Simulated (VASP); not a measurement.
Write the native input for VASP 6.6.1 that does the following.

```
Task                   : single point
Functional             : PBE
Potentials or basis    : VASP PAW PBE potentials, release 64 (Ti_sv, H)
Cutoff                 : 520 eV
k mesh                 : 10 × 10 × 1
Occupations            : gaussian, width 0.1 eV
Spin                   : no spin polarisation
Dipole correction      : yes
Further INCAR settings : ALGO = Normal; EDIFF = 1e-07; NBANDS = 26
```

The structure of Ti3H lies in POSCAR:

```
Ti3H
1.0
    2.8192036097      0.0000000000      0.0000000000
   -0.9397345366      2.6579706533      0.0000000000
    0.0000000000      0.0000000000     19.8263799740
Ti H
3 1
Direct
    0.5000000000      0.5000000000      0.2017514042
    0.0000000000      0.0000000000      0.3111715134
    0.5000000000      0.5000000000      0.4199647129
    0.5000000000      1.0000000000      0.4817512633
```

One way to write it, as run:

INCAR

```
PREC = Accurate ; ENCUT = 520
EDIFF = 1E-7 ; ISMEAR = 0
SIGMA = 0.1 ; LREAL = False
LASPH = True ; NELM = 80
ALGO = Normal ; ISIF = 2
LWAVE = False ; LCHARG = False
LDIPOL = True ; IDIPOL = 3
DIPOL = 0.5 0.5 0.354 ; GGA = PE
NBANDS = 26
```

KPOINTS

```
regular mesh
0
Gamma
  10 10 1
```

Potentials or basis: VASP PAW PBE potentials, release 64 (Ti_sv, H).

Command:

```console
$ cat potpaw_PBE.64/Ti_sv/POTCAR potpaw_PBE.64/H/POTCAR > POTCAR
$ mpirun -np 1 vasp_std > vasp.out
```

Results of the run:

```
Largest force          : 0.441 eV/Å
Band gap on the k mesh : zero (an odd number of electrons rules out a gap without spin polarisation)
```

It took 14 min on 1 thread of Intel Xeon 8259CL (shared host), peak memory 0.38 GiB.
